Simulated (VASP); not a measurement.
A run of VASP 6.6.1 is set up as follows.

Contents of INCAR:

```
PREC = Accurate
ENCUT = 600
EDIFF = 1E-8
ISMEAR = 0
SIGMA = 0.01
LREAL = F
LASPH = T
NELM = 80
ALGO = Normal
ISIF = 3
LWAVE = F
LCHARG = T
NBANDS = 16
IBRION = 6
NFREE = 2
POTIM = 0.015
NSW = 1
```

Contents of KPOINTS:

```
regular mesh
0
Gamma
  5 5 5
```

The input POSCAR:

```
CdTe
1.0
    0.0000000000      3.2050000000      3.2050000000
    3.2050000000      0.0000000000      3.2050000000
    3.2050000000      3.2050000000      0.0000000000
Te Cd
1 1
Direct
    0.7500000000      0.7500000000      0.7500000000
    0.0000000000      0.0000000000      0.0000000000
```

Potentials or basis: VASP PAW LDA potentials, release 64 (Te, Cd).

Launch:

```console
$ cat potpaw_LDA.64/Te/POTCAR potpaw_LDA.64/Cd/POTCAR > POTCAR
$ mpirun -np 1 vasp_std > vasp.out
```

**Question.** Estimate the elastic constants C11, C12, C44.

**Answer.** 59, 41, 21 GPa.

**Question.** What does it give for the Voigt bulk modulus?

**Answer.** 47 GPa.

**Question.** What does it give for the highest phonon frequency at Γ, LO-TO splitting left out?

**Answer.** 150 cm⁻¹.

Elastic tensor in Voigt notation (GPa, in the Cartesian axes of the cell as first typed):
```
59 41 41  0  0  0
41 59 41  0  0  0
41 41 59  0  0  0
 0  0  0 21  0  0
 0  0  0  0 21  0
 0  0  0  0  0 21
```
